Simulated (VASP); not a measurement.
Wanted: the native input for a VASP 6.6.1 run.

| Quantity | Value |
| --- | --- |
| Task | single point |
| Functional | PBE |
| Potentials or basis | VASP PAW PBE potentials, release 64 (Ca_sv, O) |
| Cutoff | 520 eV |
| k mesh | 8 × 8 × 8 |
| Occupations | gaussian, width 0.02 eV |
| Spin | no spin polarisation |
| Dipole correction | no |
| Further INCAR settings | ALGO = Normal; EDIFF = 1e-06; NBANDS = 42 |

The structure of CaO lies in POSCAR:

```
CaO
1.0
   -3.9251721820      3.9251721820      2.3659764433
    3.9251721820     -3.9251721820      2.3659764433
    3.9251721820      3.9251721820     -2.3659764433
Ca O
4 4
Direct
    0.8519622015      0.3519622015      0.2039244030
    0.1480377985      0.6480377985      0.7960755970
    0.3519622015      0.1480377985      0.5000000000
    0.6480377985      0.8519622015      0.5000000000
    0.8533218676      0.6466781324      0.5000000000
    0.1466781324      0.3533218676      0.5000000000
    0.3533218676      0.8533218676      0.2066437352
    0.6466781324      0.1466781324      0.7933562648
```

One way to write it, as run:

INCAR

```
SYSTEM = CaO
PREC = Accurate ; ENCUT = 520
EDIFF = 1E-6 ; ISMEAR = 0
SIGMA = 0.02 ; LREAL = .FALSE.
LASPH = .TRUE. ; NELM = 100
ALGO = Normal ; ISIF = 2
LWAVE = .FALSE. ; LCHARG = .FALSE.
GGA = PE ; NBANDS = 42
```

KPOINTS

```
regular mesh
0
G
  8 8 8
  0 0 0
```

Potentials or basis: VASP PAW PBE potentials, release 64 (Ca_sv, O).

Launch:

```bash
$ cat potpaw_PBE.64/Ca_sv/POTCAR potpaw_PBE.64/O/POTCAR > POTCAR
$ mpirun -np 1 vasp_std > vasp.out
```

Results of the run:

```
Pressure               : 2.9 GPa
Largest force          : 0.020 eV/Å
Band gap on the k mesh : 2.36 eV
```

Wall time 15 min on 1 thread of Oxide Virtual Turin-like Processor, with other jobs on the host, peak memory 0.46 GiB.
